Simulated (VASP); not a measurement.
# Ti (P6/mmm) in VASP: further runs

Runs on Ti. Level: PBEsol. Tasks: single point.

All numbers are computed with VASP 6.6.1; they aren't measurements. Logs are shortened: lines on timing, memory, paths and dates and some standing lists are left out, and cuts for length are marked.

### 1 The cell of the first run

The structure is hexagonal, space group P6/mmm (No. 191). The conventional cell has a = 4.380 Å, b = 4.380 Å, c = 2.849 Å, α = 90.00°, β = 90.00°, γ = 120.00°. Within 3.8 Å of Ti (site symmetry 6/mmm) lie 14 Ti at 2.85 to 2.90 Å. Ti (site symmetry -6m2) has 11 Ti at 2.53 to 2.90 Å within 3.3 Å.

This isn't the form of Ti at room conditions, which is hcp.

### 2 Single point, PBEsol (biaxial strain in the a-b plane: -3.0 %)

INCAR

```
SYSTEM = Ti
PREC     = Accurate       ! precision mode
ENCUT    = 550            ! plane-wave cutoff, eV
EDIFF    = 1E-6           ! SCF threshold, eV
ISMEAR   = 0              ! smearing method
SIGMA    = 0.1            ! smearing width, eV
LREAL    = .False.        ! projectors in reciprocal space
LASPH    = .True.         ! aspherical terms in the spheres
NELM     = 300            ! most SCF steps
ALGO     = All            ! electronic algorithm
ISIF     = 2              ! what is computed and relaxed
LWAVE    = .False.        ! write WAVECAR
LCHARG   = .False.        ! write CHGCAR
GGA      = PS             ! functional
NBANDS   = 25             ! bands
GGA_COMPAT= .False.      
ISEARCH  = 1            
KPAR     = 4
```

KPOINTS

```
regular mesh
0
Gamma
  12 12 18
  0 0 0
```

POSCAR

```
Ti
1.0
    4.3798313523      0.0000000000      0.0000000000
   -2.1899156762      3.7930452154      0.0000000000
    0.0000000000      0.0000000000      2.8491719308
Ti
3
Direct
    0.0000000000      0.0000000000      0.0000000000
    0.3333333333      0.6666666667      0.5000000000
    0.6666666667      0.3333333333      0.5000000000
```

Potentials or basis: VASP PAW PBE potentials, release 64 (Ti_sv).

On the command line:

```bash
$ cat potpaw_PBE.64/Ti_sv/POTCAR > POTCAR
$ mpirun -np 4 vasp_std > vasp.out
```

OUTCAR:

```text
SYSTEM = Ti
   PREC = Accurate
   ENCUT = 550
   EDIFF = 1E-6
   ISMEAR = 0
   LREAL = .False.
   LASPH = .True.
   NELM = 300
   ISIF = 2
   GGA = PS

 ion  position               nearest neighbor table
   1  0.000  0.000  0.000-   2 2.90   3 2.90   2 2.90   3 2.90   3 2.90   3 2.90   2 2.90   2 2.90
                             3 2.90   3 2.90   2 2.90   2 2.90
   2  0.333  0.667  0.500-   3 2.53   3 2.53   3 2.53   1 2.90   1 2.90   1 2.90   1 2.90   1 2.90
                             1 2.90
   3  0.667  0.333  0.500-   2 2.53   2 2.53   2 2.53   1 2.90   1 2.90   1 2.90   1 2.90   1 2.90
                             1 2.90

  LATTYP: Found a hexagonal cell.
 ALAT       =     4.3798313523
 C/A-ratio  =     0.6505209223

  Lattice vectors:

 A1 = (   4.3798313523,   0.0000000000,   0.0000000000)
 A2 = (  -2.1899156762,   3.7930452154,   0.0000000000)
 A3 = (   0.0000000000,   0.0000000000,   2.8491719308)

Analysis of symmetry for initial positions (statically):
=====================================================================
 Subroutine PRICEL returns:
 Original cell was already a primitive cell.

 Routine SETGRP: Setting up the symmetry group for a
 hexagonal supercell.

 Subroutine GETGRP returns: Found 24 space group operations
 (whereof 24 operations were pure point group operations)
 out of a pool of 24 trial point group operations.

The static configuration has the point symmetry D_6h.

Analysis of symmetry for dynamics (positions and initial velocities):
=====================================================================
 Subroutine PRICEL returns:
 Original cell was already a primitive cell.

 Routine SETGRP: Setting up the symmetry group for a
 hexagonal supercell.

 Subroutine GETGRP returns: Found 24 space group operations
 (whereof 24 operations were pure point group operations)
 out of a pool of 24 trial point group operations.

The dynamic configuration has the point symmetry D_6h.

 Subroutine INISYM returns: Found 24 space group operations
 (whereof 24 operations are pure point group operations),
 and found     1 'primitive' translations

----------------------------------------------------------------------------------------

                                     Primitive cell

  volume of cell :      47.3330

  direct lattice vectors                    reciprocal lattice vectors
     4.379831352  0.000000000  0.000000000     0.228319293  0.131820206  0.000000000
    -2.189915676  3.793045215  0.000000000     0.000000000  0.263640411  0.000000000
     0.000000000  0.000000000  2.849171931     0.000000000  0.000000000  0.350979170

  length of vectors
     4.379831352  4.379831352  2.849171931     0.263640411  0.263640411  0.350979170

  position of ions in fractional coordinates (direct lattice)
     0.000000000  0.000000000  0.000000000
     0.333333333  0.666666667  0.500000000
     0.666666667  0.333333333  0.500000000

  ion indices of the primitive-cell ions
   primitive index   ion index
                 1           1
                 2           2
                 3           3

----------------------------------------------------------------------------------------

 KPOINTS: regular mesh

Automatic generation of k-mesh.
 Grid dimensions read from file:
 generate k-points for:   12   12   18

 Generating k-lattice:

  Cartesian coordinates                     Fractional coordinates (reciprocal lattice)
     0.019026608  0.010985017  0.000000000     0.083333333  0.000000000  0.000000000
     0.000000000  0.021970034  0.000000000     0.000000000  0.083333333  0.000000000
     0.000000000  0.000000000  0.019498843     0.000000000  0.000000000  0.055555556

  Length of vectors
     0.021970034  0.021970034  0.019498843

  Shift w.r.t. Gamma in fractional coordinates (k-lattice)
     0.000000000  0.000000000  0.000000000

 Subroutine IBZKPT returns following result:
 ===========================================

 Found    190 irreducible k-points:

 Following reciprocal coordinates:
            Coordinates               Weight
  0.000000  0.000000  0.000000      1.000000
  0.083333 -0.000000  0.000000      6.000000
  0.166667 -0.000000  0.000000      6.000000
  0.250000 -0.000000  0.000000      6.000000
  0.333333 -0.000000  0.000000      6.000000
  0.416667 -0.000000  0.000000      6.000000
[... 16 lines left out ...]
  0.250000 -0.000000  0.055556     12.000000
  0.333333 -0.000000  0.055556     12.000000
 [... further k-points ...]
   k-points           NKPTS =    190   k-points in BZ     NKDIM =    190   number of bands    NBANDS=     25
   number of dos      NEDOS =    301   number of ions     NIONS =      3
   total plane-waves  NPLWV =  31104
   dimension x,y,z NGX =    36 NGY =   36 NGZ =   24
   dimension x,y,z NGXF=    72 NGYF=   72 NGZF=   48
   ions per type =               3
   NGX,Y,Z   is equivalent  to a cutoff of  13.66, 13.66, 14.00 a.u.
   NGXF,Y,Z  is equivalent  to a cutoff of  27.33, 27.33, 28.01 a.u.
 SYSTEM =  Ti
   PREC   = accura    normal or accurate (medium, high low for compatibility)
   ISTART =      0    job   : 0-new  1-cont  2-samecut
   ICHARG =      2    charge: 1-file 2-atom 10-const
   ISPIN  =      1    spin polarized calculation?
   LNONCOLLINEAR =      F non collinear calculations
   LSORBIT =      F    spin-orbit coupling
   LASPH  =      T    aspherical Exc in radial PAW
   ENCUT  =  550.0 eV  40.42 Ry    6.36 a.u.   8.38  8.38  5.45*2*pi/ulx,y,z
   NELM   =    300;   NELMIN=  2; NELMDL= -5     # of ELM steps
   EDIFF  = 0.1E-05   stopping-criterion for ELM
   LREAL  =      F    real-space projection
   EDIFFG = 0.1E-04   stopping-criterion for IOM
   NSW    =      0    number of steps for IOM
   IBRION =     -1    ionic relax: 0-MD 1-quasi-New 2-CG
   NFREE  =      0    steps in history (QN), initial steepest desc. (CG)
   ISIF   =      2    stress and relaxation
   ISYM   =      2    0-nonsym 1-usesym 2-fastsym
   POTIM  = 0.5000    time-step for ionic-motion
   TEBEG  =    0.0;   TEEND  =   0.0 temperature during run
   PSTRESS=    0.0 pullay stress
   NELECT =      36.0000    total number of electrons
   NUPDOWN=      -1.0000    fix difference up-down
   EMIN   =  10.00;   EMAX   =-10.00  energy-range for DOS
   EFERMI =   0.00;   METHOD = LEGACY
   ISMEAR =     0;   SIGMA  =   0.10  broadening in eV -4-tet -1-fermi 0-gaus
   EFERMI_NEDOS =   21; number of points for ismear=-14 and -15
   IALGO  =     58    algorithm
   IMIX   =      4    mixing-type and parameters
     AMIX     =   0.40;   BMIX     =  1.00
     AMIX_MAG =   1.60;   BMIX_MAG =  1.00
  volume/ion in A,a.u.               =      15.78       106.47
  Fermi-wavevector in a.u.,A,eV,Ry     =   1.494357  2.823925 30.383201  2.233102
  Thomas-Fermi vector in A             =   2.606640
   LORBIT       =      0    0 simple, 1 ext, 2 COOP (PROOUT), +10 PAW based schemes
   GGA     = PS    functional components
   LHFCALC =     F    Hartree Fock is set to
   AEXX    =    0.0000 exact exchange contribution
   IVDW    =     0    specifies the selected vdW correction
   LEPSILON=     F    determine dielectric tensor
   LRPA    =     F    only Hartree local field effects (RPA)
 non-spin polarized calculation
 Gauss-broadening in eV      SIGMA  =   0.10
  energy-cutoff  :      550.00
  volume of cell :       47.33
 maximum number of plane-waves:      1421
 NGX is ok and might be reduce to    36
   NGX = 17   NGY = 17   NGZ = 11

 number of electron      35.9999996 magnetization

 Free energy of the ion-electron system (eV)
  ---------------------------------------------------
  ext. energy  EPLUGINS =         0.00000000
  ---------------------------------------------------
  free energy    TOTEN  =       -24.99169267 eV

  energy without entropy =      -24.97922212  energy(sigma->0) =      -24.98545739

 E-fermi :   9.1801     XC(G=0): -12.0978

 val. band max:        9.1799152853   @ k =   0.1667   0.0833   0.0000
 cond. band min:       9.1826166116   @ k =   0.3333   0.3333   0.3333
 fundamental gap:      0.0027013263
 Fermi energy:         9.1800729163

 k-point     1 :       0.0000    0.0000    0.0000
  band No.  band energies     occupation
      1     -47.3831      2.00000
      2     -47.0976      2.00000
      3     -46.8409      2.00000
      4     -23.8304      2.00000
      5     -23.8304      2.00000
      6     -23.7927      2.00000
[... 17 lines left out ...]
     24      10.9091      0.00000
     25      10.9093      0.00000

 k-point     2 :       0.0833   -0.0000    0.0000
  band No.  band energies     occupation
      1     -47.3810      2.00000
      2     -47.0955      2.00000
      3     -46.8454      2.00000
      4     -23.8912      2.00000
      5     -23.8819      2.00000
      6     -23.7316      2.00000
[... 17 lines left out ...]
     24      10.6752      0.00000
     25      11.1843      0.00000

 k-point     3 :       0.1667   -0.0000    0.0000
  band No.  band energies     occupation
      1     -47.3752      2.00000
      2     -47.0890      2.00000
      3     -46.8583      2.00000
      4     -23.9619      2.00000
      5     -23.9190      2.00000
      6     -23.6599      2.00000
[... 17 lines left out ...]
     24      10.8929      0.00000
     25      11.5428      0.00000

 k-point     4 :       0.2500   -0.0000    0.0000
  band No.  band energies     occupation
      1     -47.3676      2.00000
      2     -47.0775      2.00000
      3     -46.8784      2.00000
      4     -24.0229      2.00000
      5     -23.9212      2.00000
      6     -23.5976      2.00000
[... 17 lines left out ...]
     24      11.1938      0.00000
     25      11.8957      0.00000
[... 477 lines left out ...]
 k-point    22 :       0.1667   -0.0000    0.0556
  band No.  band energies     occupation
      1     -47.3730      2.00000
      2     -47.0880      2.00000
      3     -46.8568      2.00000
      4     -23.9574      2.00000
      5     -23.9153      2.00000
      6     -23.6596      2.00000
[... 17 lines left out ...]
     24      10.8811      0.00000
     25      11.5799      0.00000

 k-point    23 :       0.2500   -0.0000    0.0556
  band No.  band energies     occupation
      1     -47.3655      2.00000
      2     -47.0763      2.00000
      3     -46.8769      2.00000
      4     -24.0178      2.00000
      5     -23.9181      2.00000
      6     -23.5984      2.00000
[... 17 lines left out ...]
     24      11.1727      0.00000
     25      11.9264      0.00000

 k-point    24 :       0.3333   -0.0000    0.0556
  band No.  band energies     occupation
      1     -47.3584      2.00000
      2     -47.0600      2.00000
      3     -46.9012      2.00000
      4     -24.0640      2.00000
      5     -23.8868      2.00000
      6     -23.5515      2.00000
[... 17 lines left out ...]
     24      11.5254      0.00000
     25      11.8664      0.00000

 [... further k-points ...]

------------------------ aborting loop because EDIFF is reached ----------------------------------------

  FORCE on cell =-STRESS in cart. coord.  units (eV):
  Direction    XX          YY          ZZ          XY          YZ          ZX
  --------------------------------------------------------------------------------------
  -------------------------------------------------------------------------------------
  Total        2.3920352      2.3920352     -0.3037880     -0.0000000      0.0000000     -0.0000000
  in kB       80.9681247     80.9681247    -10.2829346     -0.0000000      0.0000000     -0.0000000
  external PRESSURE =      50.5511050 kB  Pullay stress =       0.0000000 kB

 VOLUME and BASIS-vectors are now :
 -----------------------------------------------------------------------------
  energy-cutoff  :      550.00
  volume of cell :       47.33
      direct lattice vectors                 reciprocal lattice vectors
     4.379831352  0.000000000  0.000000000     0.228319293  0.131820206  0.000000000
    -2.189915676  3.793045215  0.000000000     0.000000000  0.263640411  0.000000000
     0.000000000  0.000000000  2.849171931     0.000000000  0.000000000  0.350979170

 POSITION                                       TOTAL-FORCE (eV/Angst)
 -----------------------------------------------------------------------------------
      0.00000      0.00000      0.00000        -0.000000      0.000000      0.000000
     -0.00000      2.52870      1.42459         0.000000      0.000000     -0.000000
      2.18992      1.26435      1.42459        -0.000000      0.000000      0.000000
 -----------------------------------------------------------------------------------
    total drift:                                0.000000      0.000000     -0.000000

  FREE ENERGIE OF THE ION-ELECTRON SYSTEM (eV)
  ---------------------------------------------------
  free  energy   TOTEN  =       -24.9916926668 eV

  energy  without entropy=      -24.9792224493  energy(sigma->0) =      -24.98545756
```

Wall time 3 min (4 MPI ranks of AMD EPYC 7R43 (Zen 3), shared host); peak memory 0.48 GiB.

Results:

- Free energy: -24.9917 eV
- Pressure: 5.1 GPa
- Band gap on the k mesh: zero (bands 18 and 19 overlap by 0.57 eV)

Levels at points of the mesh, in eV from the Fermi level:
```
           k point  band 14  band 15  band 16  band 17  band 18  band 19  band 20  band 21  band 22  band 23
(0.00, 0.00, 0.00)    -2.29    -0.68    -0.68    -0.57    -0.57     0.24     0.99     1.41     1.41     1.64
(0.50, 0.00, 0.00)    -3.53    -2.86    -0.53    -0.38    -0.34     0.11     0.64     0.81     1.63     1.74
(0.00, 0.00, 0.50)    -2.39    -2.39    -1.99    -1.85    -1.85     1.29     1.29     1.30     1.30     3.28
(0.50, 0.00, 0.50)    -2.28    -1.86    -1.36    -0.96    -0.76     0.35     0.76     1.04     1.12     2.43
```

Caveat: the cell differs from its parent crystal (biaxial strain in the a-b plane: -3.0 %); the stress differs along the axes, from -1 to 8 GPa; the PAW data sets were made with another functional, which shifts forces and pressure a little.

### 3 Single point, PBEsol (biaxial strain in the a-b plane: -2.0 %, then relaxed in part)

INCAR

```
ALGO = All
EDIFF = 1E-6
ENCUT = 550
GGA = PS
GGA_COMPAT = False
ISEARCH = 1
ISIF = 2
ISMEAR = 0
KPAR = 4
LASPH = True
LCHARG = False
LREAL = False
LWAVE = False
NBANDS = 25
NELM = 300
PREC = Accurate
SIGMA = 0.1
```

KPOINTS

```
k-points
0
Gamma
  12 12 18
```

POSCAR

```
Ti
1.0
    4.4249842529      0.0000000000      0.0000000000
   -2.2124921264      3.8321487743      0.0000000000
    0.0000000000      0.0000000000      2.8260134581
Ti
3
Direct
    0.0000000000      0.0000000000      0.0000000000
    0.3333333333      0.6666666667      0.5000000000
    0.6666666667      0.3333333333      0.5000000000
```

Potentials or basis: VASP PAW PBE potentials, release 64 (Ti_sv).

On the command line:

```bash
$ cat potpaw_PBE.64/Ti_sv/POTCAR > POTCAR
$ mpirun -np 4 vasp_std > vasp.out
```

Wall time 2.5 min (4 MPI ranks of Intel Xeon Platinum 8375C at 2.90GHz (Ice Lake), shared host); peak memory 0.51 GiB.

The run converged. Its results:

```yaml
Free_energy: -25.0342 eV
Pressure: 3.5 GPa
Band_gap_on_the_k_mesh: zero (bands 18 and 19 overlap by 0.50 eV)
```

Stress tensor (GPa, compression positive):
```
 5.31  0.00  0.00
 0.00  5.31  0.00
 0.00  0.00 -0.25
```

Levels at points of the mesh, in eV from the Fermi level:
| k point | band 15 | band 16 | band 17 | band 18 | band 19 | band 20 | band 21 | band 22 |
| --- | --- | --- | --- | --- | --- | --- | --- | --- |
| (0.00, 0.00, 0.00) | -0.69 | -0.69 | -0.59 | -0.59 | 0.14 | 0.88 | 1.39 | 1.39 |
| (0.50, 0.00, 0.00) | -2.82 | -0.51 | -0.41 | -0.35 | 0.08 | 0.71 | 0.80 | 1.49 |
| (0.00, 0.00, 0.50) | -2.34 | -1.89 | -1.81 | -1.81 | 1.22 | 1.22 | 1.30 | 1.30 |
| (0.50, 0.00, 0.50) | -1.85 | -1.32 | -0.85 | -0.73 | 0.34 | 0.78 | 1.04 | 1.11 |

Caveat: the cell differs from its parent crystal (biaxial strain in the a-b plane: -2.0 %, then relaxed in part); the stress differs along the axes, from -0 to 5 GPa; the PAW data sets were made with another functional, which shifts forces and pressure a little.

(Part 1 of 2 ends here.)
